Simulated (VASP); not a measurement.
Runs of VASP 6.6.1 on InAs. The structure is that of space group I-4m2 (No. 119), or close to it. The cells are those of the table. 

| cell | gap on the mesh (eV) | pressure (GPa) |
| --- | --- | --- |
| a = 4.166, b = 4.166, c = 4.646 Å, angles 56.1, 56.1, 67.8°, 2 atoms | none | (b) |
| a = 4.445, b = 4.445, c = 4.024 Å, angles 63.1, 63.1, 53.8°, 2 atoms | none | (a) |
| a = 4.225, b = 4.225, c = 4.397 Å, angles 58.6, 58.6, 62.7°, 2 atoms | - | 1.1 |
| a = 4.544, b = 4.544, c = 3.918 Å, angles 64.5, 64.5, 51.1°, 2 atoms | none | 0.3 |
| a = 4.666, b = 4.666, c = 3.810 Å, angles 65.9, 65.9, 48.2°, 2 atoms | none | -0.1 |
| a = 4.157, b = 4.157, c = 4.801 Å, angles 54.7, 54.7, 70.5°, 2 atoms | none | -1.4 |

Alike in all rows: task single point; level PBEsol; potentials or basis VASP PAW PBE potentials, release 64 (In_d, As); no spin polarisation; k mesh 16 × 16 × 16; cutoff (eV) 520; smearing gaussian 0.15 eV.

Q: Fill in the values left out.

A: (a) 0.7; (b) -0.2.

Caveats: the PAW data sets were made with another functional, which shifts forces and pressure a little; spin-orbit coupling is left out, which moves the levels of the heavy elements; semilocal functionals underestimate gaps, so a narrow gap can read as zero (at least some runs).

A k mesh can miss the band edges, and the runs leave out spin-orbit coupling on As, In.

A gap of «none» marks levels without a gap at the run's occupations.
